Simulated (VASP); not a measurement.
# Al12N in VASP: a series of runs

The runs below take Al12N through single point, with LDA.

Program: VASP 6.6.1. These are calculated values, not measurements. Logs are shortened: lines on timing, memory, paths and dates and some standing lists are left out, and cuts for length are marked.

## 1. The cell of the first run

The cell holds a slab with vacuum, 13 atoms: a = 5.634 Å, b = 5.634 Å, c = 19.604 Å, α = 90.00°, β = 90.00°, γ = 90.00°.

## 2. Single point, LDA

File INCAR:

```
  ALGO = Normal
  DIPOL = 0.5 0.5 0.321
  EDIFF = 1E-7
  ENCUT = 520
  IDIPOL = 3
  ISIF = 2
  ISMEAR = 0
  LASPH = T
  LCHARG = T
  LDIPOL = T
  LELF = T
  LREAL = F
  LVACPOTAV = T
  LVHAR = T
  LWAVE = F
  NBANDS = 32
  NELM = 100
  PREC = Accurate
  SIGMA = 0.1
```

File KPOINTS:

```
k-points
0
Gamma
  5 5 1
```

File POSCAR:

```
Al12N
1.0
    5.6336864727      0.0000000000      0.0000000000
    0.0000000000      5.6336864727      0.0000000000
    0.0000000000      0.0000000000     19.6042970528
Al N
12 1
Direct
    0.2500000000      0.2500000000      0.2040369001
    0.2500000000      0.7500000000      0.2040369001
    0.7500000000      0.2500000000      0.2040369001
    0.7500000000      0.7500000000      0.2040369001
    0.0000000000      0.0000000000      0.3086956402
    0.0000000000      0.5000000000      0.3086956402
    0.5000000000      0.0000000000      0.3086956402
    0.5000000000      0.5000000000      0.3086956402
    0.2500000000      0.2500000000      0.4133939121
    0.2500000000      0.7500000000      0.4133939121
    0.7500000000      0.2500000000      0.4133939121
    0.7500000000      0.7500000000      0.4133939121
    0.4166666667      0.4166666667      0.4663350310
```

Potentials or basis: VASP PAW LDA potentials, release 64 (Al, N).

On the command line:

```bash
cat potpaw_LDA.64/Al/POTCAR potpaw_LDA.64/N/POTCAR > POTCAR
mpirun -np 1 vasp_std > vasp.out
```

OUTCAR:

```text
EDIFF = 1E-7
   ENCUT = 520
   ISIF = 2
   ISMEAR = 0
   LASPH = T
   LREAL = F
   NELM = 100
   PREC = Accurate

 ion  position               nearest neighbor table
   1  0.250  0.250  0.204-   2 2.82   3 2.82   2 2.82   3 2.82   7 2.86   8 2.86   5 2.86   6 2.86

   2  0.250  0.750  0.204-   1 2.82   4 2.82   1 2.82   4 2.82   7 2.86   8 2.86   5 2.86   6 2.86

   3  0.750  0.250  0.204-   1 2.82   4 2.82   4 2.82   1 2.82   7 2.86   8 2.86   5 2.86   6 2.86
[... 4 lines left out ...]
                            11 2.86  12 2.86   9 2.86  10 2.86
   6  0.000  0.500  0.309-   5 2.82   8 2.82   5 2.82   8 2.82   1 2.86   2 2.86   3 2.86   4 2.86
                            11 2.86  12 2.86   9 2.86  10 2.86
   7  0.500  0.000  0.309-   5 2.82   8 2.82   8 2.82   5 2.82   1 2.86   2 2.86   3 2.86   4 2.86
                            11 2.86  12 2.86   9 2.86  10 2.86
   8  0.500  0.500  0.309-   6 2.82   7 2.82   7 2.82   6 2.82   1 2.86   2 2.86   3 2.86   4 2.86
                            11 2.86  12 2.86   9 2.86  10 2.86
   9  0.250  0.250  0.413-  13 1.69  11 2.82  10 2.82  10 2.82  11 2.82   6 2.86   7 2.86   8 2.86
                             5 2.86
  10  0.250  0.750  0.413-  13 2.34  12 2.82   9 2.82   9 2.82  12 2.82   6 2.86   7 2.86   8 2.86
                             5 2.86
  11  0.750  0.250  0.413-  13 2.34  12 2.82   9 2.82  12 2.82   9 2.82   6 2.86   7 2.86   8 2.86
                             5 2.86
  12  0.750  0.750  0.413-  10 2.82  11 2.82  11 2.82  10 2.82   5 2.86   6 2.86   7 2.86   8 2.86

  13  0.417  0.417  0.466-   9 1.69  10 2.34  11 2.34

  LATTYP: Found a simple tetragonal cell.
 ALAT       =     5.6336864727
 C/A-ratio  =     3.4798345893

  Lattice vectors:

 A1 = (   5.6336864727,   0.0000000000,   0.0000000000)
 A2 = (   0.0000000000,   5.6336864727,   0.0000000000)
 A3 = (   0.0000000000,   0.0000000000,  19.6042970528)

Analysis of symmetry for initial positions (statically):
=====================================================================
 Subroutine PRICEL returns:
 Original cell was already a primitive cell.

 Routine SETGRP: Setting up the symmetry group for a
 simple tetragonal supercell.

 Subroutine GETGRP returns: Found  2 space group operations
 (whereof  2 operations were pure point group operations)
 out of a pool of 16 trial point group operations.

The static configuration has the point symmetry C_1h.

Analysis of symmetry for dynamics (positions and initial velocities):
=====================================================================
 Subroutine PRICEL returns:
 Original cell was already a primitive cell.

 Routine SETGRP: Setting up the symmetry group for a
 simple tetragonal supercell.

 Subroutine GETGRP returns: Found  2 space group operations
 (whereof  2 operations were pure point group operations)
 out of a pool of 16 trial point group operations.

The dynamic configuration has the point symmetry C_1h.

 Subroutine INISYM returns: Found  2 space group operations
 (whereof  2 operations are pure point group operations),
 and found     1 'primitive' translations

----------------------------------------------------------------------------------------

                                     Primitive cell

  volume of cell :     622.2095

  direct lattice vectors                    reciprocal lattice vectors
     5.633686473  0.000000000  0.000000000     0.177503666  0.000000000  0.000000000
     0.000000000  5.633686473  0.000000000     0.000000000  0.177503666  0.000000000
     0.000000000  0.000000000 19.604297053     0.000000000  0.000000000  0.051009225

  length of vectors
     5.633686473  5.633686473 19.604297053     0.177503666  0.177503666  0.051009225

  position of ions in fractional coordinates (direct lattice)
     0.250000000  0.250000000  0.204036900
     0.250000000  0.750000000  0.204036900
     0.750000000  0.250000000  0.204036900
     0.750000000  0.750000000  0.204036900
     0.000000000  0.000000000  0.308695640
     0.000000000  0.500000000  0.308695640
     0.500000000  0.000000000  0.308695640
     0.500000000  0.500000000  0.308695640
     0.250000000  0.250000000  0.413393912
     0.250000000  0.750000000  0.413393912
     0.750000000  0.250000000  0.413393912
     0.750000000  0.750000000  0.413393912
     0.416666667  0.416666667  0.466335031

  ion indices of the primitive-cell ions
   primitive index   ion index
[... 32 lines left out ...]
  Shift w.r.t. Gamma in fractional coordinates (k-lattice)
     0.000000000  0.000000000  0.000000000

 Subroutine IBZKPT returns following result:
 ===========================================

 Found      9 irreducible k-points:

 Following reciprocal coordinates:
            Coordinates               Weight
  0.000000  0.000000  0.000000      1.000000
  0.200000  0.000000  0.000000      4.000000
  0.400000  0.000000  0.000000      4.000000
  0.200000  0.200000  0.000000      2.000000
 -0.200000  0.200000  0.000000      2.000000
  0.400000  0.200000  0.000000      4.000000
 -0.200000  0.400000  0.000000      4.000000
  0.400000  0.400000  0.000000      2.000000
 -0.400000  0.400000  0.000000      2.000000
   k-points           NKPTS =      9   k-points in BZ     NKDIM =      9   number of bands    NBANDS=     32
   number of dos      NEDOS =    301   number of ions     NIONS =     13
   total plane-waves  NPLWV = 264600
   dimension x,y,z NGX =    42 NGY =   42 NGZ =  150
   dimension x,y,z NGXF=    84 NGYF=   84 NGZF=  300
   ions per type =              12   1
   NGX,Y,Z   is equivalent  to a cutoff of  12.39, 12.39, 12.72 a.u.
   NGXF,Y,Z  is equivalent  to a cutoff of  24.79, 24.79, 25.44 a.u.
 SYSTEM =  unknown system
   PREC   = accura    normal or accurate (medium, high low for compatibility)
   ISTART =      0    job   : 0-new  1-cont  2-samecut
   ICHARG =      2    charge: 1-file 2-atom 10-const
   ISPIN  =      1    spin polarized calculation?
   LNONCOLLINEAR =      F non collinear calculations
   LSORBIT =      F    spin-orbit coupling
   LASPH  =      T    aspherical Exc in radial PAW
   ENCUT  =  520.0 eV  38.22 Ry    6.18 a.u.  10.47 10.47 36.45*2*pi/ulx,y,z
   NELM   =    100;   NELMIN=  2; NELMDL= -5     # of ELM steps
   EDIFF  = 0.1E-06   stopping-criterion for ELM
   LREAL  =      F    real-space projection
   EDIFFG = 0.1E-05   stopping-criterion for IOM
   NSW    =      0    number of steps for IOM
   IBRION =     -1    ionic relax: 0-MD 1-quasi-New 2-CG
   NFREE  =      0    steps in history (QN), initial steepest desc. (CG)
   ISIF   =      2    stress and relaxation
   ISYM   =      2    0-nonsym 1-usesym 2-fastsym
   POTIM  = 0.5000    time-step for ionic-motion
   TEBEG  =    0.0;   TEEND  =   0.0 temperature during run
   PSTRESS=    0.0 pullay stress
   NELECT =      41.0000    total number of electrons
   NUPDOWN=      -1.0000    fix difference up-down
   EMIN   =  10.00;   EMAX   =-10.00  energy-range for DOS
   EFERMI =   0.00;   METHOD = LEGACY
   ISMEAR =     0;   SIGMA  =   0.10  broadening in eV -4-tet -1-fermi 0-gaus
   EFERMI_NEDOS =   21; number of points for ismear=-14 and -15
   IALGO  =     38    algorithm
   IMIX   =      4    mixing-type and parameters
     AMIX     =   0.40;   BMIX     =  1.00
     AMIX_MAG =   1.60;   BMIX_MAG =  1.00
  volume/ion in A,a.u.               =      47.86       322.99
  Fermi-wavevector in a.u.,A,eV,Ry     =   0.661237  1.249557  5.948937  0.437235
  Thomas-Fermi vector in A             =   1.733934
   LORBIT       =      0    0 simple, 1 ext, 2 COOP (PROOUT), +10 PAW based schemes
   GGA     = CA    functional components
   LHFCALC =     F    Hartree Fock is set to
   AEXX    =    0.0000 exact exchange contribution
   IVDW    =     0    specifies the selected vdW correction
   LEPSILON=     F    determine dielectric tensor
   LRPA    =     F    only Hartree local field effects (RPA)
 non-spin polarized calculation
 Gauss-broadening in eV      SIGMA  =   0.10
  energy-cutoff  :      520.00
  volume of cell :      622.21
 maximum number of plane-waves:     16799
 NGX is ok and might be reduce to    42
   NGX = 21   NGY = 21   NGZ = 73

 dipolmoment           0.000000      0.000000     -0.137049 electrons x Angstroem

 number of electron      41.0000002 magnetization

 dipolmoment           0.000000      0.000000      0.158980 electrons x Angstroem

 Free energy of the ion-electron system (eV)
  ---------------------------------------------------
  ext. energy  EPLUGINS =         0.00000000
  ---------------------------------------------------
  free energy    TOTEN  =       -54.04778700 eV

  energy without entropy =      -54.01322190  energy(sigma->0) =      -54.03050445

 E-fermi :  -0.7433     XC(G=0):  -4.3816

 val. band max:       -0.7582568632   @ k =  -0.4000   0.4000   0.0000
 cond. band min:      -0.7292963330   @ k =   0.4000   0.2000   0.0000
 fundamental gap:      0.0289605303
 Fermi energy:        -0.7433333739

 k-point     1 :       0.0000    0.0000    0.0000
  band No.  band energies     occupation
      1     -14.2287      2.00000
      2     -11.0128      2.00000
      3      -8.6704      2.00000
      4      -6.7662      2.00000
      5      -6.7231      2.00000
      6      -6.5612      2.00000
[... 304 lines left out ...]
     31       2.0894      0.00000
     32       2.5629      0.00000

------------------------ aborting loop because EDIFF is reached ----------------------------------------

  FORCE on cell =-STRESS in cart. coord.  units (eV):
  Direction    XX          YY          ZZ          XY          YZ          ZX
  --------------------------------------------------------------------------------------
  -------------------------------------------------------------------------------------
  Total       -9.4134110     -9.4134110      0.5414979      3.9778037      2.2907883      2.2907883
  in kB      -24.2393507    -24.2393507      1.3943466     10.2427672      5.8987353      5.8987354
  external PRESSURE =     -15.6947849 kB  Pullay stress =       0.0000000 kB

 VOLUME and BASIS-vectors are now :
 -----------------------------------------------------------------------------
  energy-cutoff  :      520.00
  volume of cell :      622.21
      direct lattice vectors                 reciprocal lattice vectors
     5.633686473  0.000000000  0.000000000     0.177503666  0.000000000  0.000000000
     0.000000000  5.633686473  0.000000000     0.000000000  0.177503666  0.000000000
     0.000000000  0.000000000 19.604297053     0.000000000  0.000000000  0.051009225

 POSITION                                       TOTAL-FORCE (eV/Angst)
 -----------------------------------------------------------------------------------
      1.40842      1.40842      4.00000        -0.056408     -0.056408      0.038350
      1.40842      4.22526      4.00000         0.037207      0.098135      0.001721
      4.22526      1.40842      4.00000         0.098135      0.037207      0.001721
      4.22526      4.22526      4.00000        -0.031520     -0.031520     -0.005733
      0.00000      0.00000      6.05176        -0.029023     -0.029023     -0.188546
      0.00000      2.81684      6.05176        -0.087026      0.093452      0.038490
      2.81684      0.00000      6.05176         0.093452     -0.087026      0.038490
      2.81684      2.81684      6.05176         0.095496      0.095496     -0.183282
      1.40842      1.40842      8.10430        -2.028940     -2.028940     -1.427571
      1.40842      4.22526      8.10430         0.421523     -1.109465      0.755182
      4.22526      1.40842      8.10430        -1.109465      0.421523      0.755182
      4.22526      4.22526      8.10430         0.057317      0.057317      0.081166
      2.34737      2.34737      9.14217         2.539254      2.539254      0.094830
 -----------------------------------------------------------------------------------
    total drift:                               -0.000059     -0.000059     -0.000183

  FREE ENERGIE OF THE ION-ELECTRON SYSTEM (eV)
  ---------------------------------------------------
  free  energy   TOTEN  =       -54.0477870013 eV

  energy  without entropy=      -54.0132218954  energy(sigma->0) =      -54.03050445

 vacuum level on the upper side and lower side of the slab         4.681         3.775
```

Run time: 6.2 min. Hardware: 1 thread of Intel Xeon Platinum 8488C (Sapphire Rapids), shared host; peak memory 0.49 GiB.

Results:

```
Free energy   : -54.0478 eV
Largest force : 3.592 eV/Å
```

Forces in eV/Å, atoms in the order of the input:
```
Al  -0.056 -0.056  0.038
Al   0.037  0.098  0.002
Al   0.098  0.037  0.002
Al  -0.032 -0.032 -0.006
Al  -0.029 -0.029 -0.189
Al  -0.087  0.093  0.038
Al   0.093 -0.087  0.038
Al   0.095  0.095 -0.183
Al  -2.029 -2.029 -1.428
Al   0.422 -1.109  0.755
Al  -1.109  0.422  0.755
Al   0.057  0.057  0.081
N    2.539  2.539  0.095
```

## 3. Single point, LDA

File INCAR:

```
  PREC = Accurate
  ENCUT = 520
  EDIFF = 1E-6
  ISMEAR = 0
  SIGMA = 0.1
  LREAL = False
  LASPH = True
  NELM = 80
  ALGO = Normal
  ISIF = 2
  LWAVE = False
  LCHARG = False
  LDIPOL = True
  IDIPOL = 3
  DIPOL = 0.5 0.5 0.323
  GGA = CA
  NBANDS = 32
```

File KPOINTS:

```
regular mesh
0
Gamma
  5 5 1
```

Changes to POSCAR since step 2:

```diff
@@ -20,2 +20,2 @@
     0.7500000000      0.7500000000      0.4133939121
-    0.4166666667      0.4166666667      0.4663350310
+    0.3333333333      0.3333333333      0.4942043479
```

Potentials or basis: VASP PAW LDA potentials, release 64 (Al, N).

On the command line:

```bash
cat potpaw_LDA.64/Al/POTCAR potpaw_LDA.64/N/POTCAR > POTCAR
mpirun -np 1 vasp_std > vasp.out
```

It took 5.6 min on 1 thread of Intel Xeon Platinum 8488C (Sapphire Rapids), shared host; peak memory 0.49 GiB.

Results (log left out):

| Item | Value |
| --- | --- |
| Free energy | -52.4000 eV |
| Largest force | 1.767 eV/Å |

Forces on the atoms (eV/Å):
```
Al   0.009  0.009  0.010
Al   0.083  0.050  0.017
Al   0.050  0.083  0.017
Al  -0.072 -0.072  0.101
Al   0.007  0.007 -0.003
Al   0.048  0.013  0.030
Al   0.013  0.048  0.030
Al  -0.033 -0.033 -0.038
Al  -0.667 -0.667 -1.494
Al   0.125 -0.754  0.599
Al  -0.754  0.125  0.599
Al   0.053  0.053  0.002
N    1.138  1.138  0.130
```

Levels at points of the mesh, in eV from the Fermi level:
```csv
k point,band 18,band 19,band 20,band 21,band 22,band 23
"(0.00, 0.00, 0.00)",-1.10,-0.80,-0.61,-0.40,-0.06,-0.04
```
